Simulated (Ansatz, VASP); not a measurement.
Nb3Sn in VASP and in Ansatz

```
Nb Sn
1.0
     5.37322    0.00000    0.00000
     0.00000    5.37322    0.00000
     0.00000    0.00000    5.37322
Nb Sn
6 2
Direct
  0.25000 0.00000 0.50000
  0.50000 0.75000 0.00000
  0.75000 0.00000 0.50000
  0.50000 0.25000 0.00000
  0.00000 0.50000 0.75000
  0.00000 0.50000 0.25000
  0.00000 0.00000 0.00000
  0.50000 0.50000 0.50000
```

Alike in both runs: task single point; functional r2SCAN; k mesh 6 × 6 × 6; occupations gaussian, width 0.05 eV; no spin polarisation.

|  | VASP | Ansatz |
| --- | --- | --- |
| version | VASP 6.6.1 | Ansatz 0.2.0 |
| potentials or method | VASP PAW PBE potentials, release 64 (Nb_sv, Sn_d), cutoff 520 eV | scalar-relativistic, plane waves, PAW |
| valence electrons in the cell | 106 | 106 |

```csv
,VASP,Ansatz,Ansatz less VASP
gap on the k mesh at the Fermi level (eV),none,none,-
pressure (GPa),-6.3,-6.2,+0.11
```

VASP's potentials were made for PBE, not for r2SCAN. A gap of «none» marks a metal or a gap that the smearing closes. With one functional, cell and mesh, what is left measures potentials, basis and numerics.
